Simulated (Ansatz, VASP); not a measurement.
# Two plane-wave programs on C

Contents of INCAR:

```
SYSTEM = C
PREC = Accurate
ENCUT = 520
EDIFF = 1E-6
ISMEAR = 0
SIGMA = 0.1
LREAL = .False.
LASPH = .True.
NELM = 60
ALGO = Normal
ISIF = 2
LWAVE = .False.
LCHARG = .False.
GGA = PE
NBANDS = 11
```

The input KPOINTS:

```
Automatic mesh
0
Gamma
  8 8 8
  0 0 0
```

File POSCAR:

```
C
1.0
    0.0000000000      1.7834000000      1.7834000000
    1.7834000000      0.0000000000      1.7834000000
    1.7834000000      1.7834000000      0.0000000000
C
2
Direct
    0.5000000000      0.5000000000      0.5000000000
    0.7500000000      0.7500000000      0.7500000000
```

Input for Ansatz:

```yaml
crystal:
  lattice:
    - [0.0, 1.7834, 1.7834]
    - [1.7834, 0.0, 1.7834]
    - [1.7834, 1.7834, 0.0]
  atoms:
    - { symbol: C, position: [0.5, 0.5, 0.5] }
    - { symbol: C, position: [0.75, 0.75, 0.75] }
basis:
  ecutwfc: 420
kpoints:
  mp_grid: { grid: [8, 8, 8] }
hamiltonian:
  xc: pbe
scf:
  occupations: { method: gaussian, width: 0.1 }
output:
  forces: true
  stress: true
  eigenvalues: true
```

Alike in both runs: task single point; functional PBE; k mesh 8 × 8 × 8; occupations gaussian, width 0.1 eV; no spin polarisation.

|  | VASP | Ansatz |
| --- | --- | --- |
| version | VASP 6.6.1 | Ansatz 0.2.0 |
| potentials or method | VASP PAW PBE potentials, release 64 (C), cutoff 520 eV | scalar-relativistic, plane waves, PAW |
| valence electrons in the cell | 8 | 8 |

```csv
,VASP,Ansatz,Ansatz less VASP
gap on the k mesh at the Fermi level (eV),4.13,4.14,+0.008
least direct gap on the mesh (eV),5.59,5.59,+0.004
pressure (GPa),2.4,1.8,-0.67
```
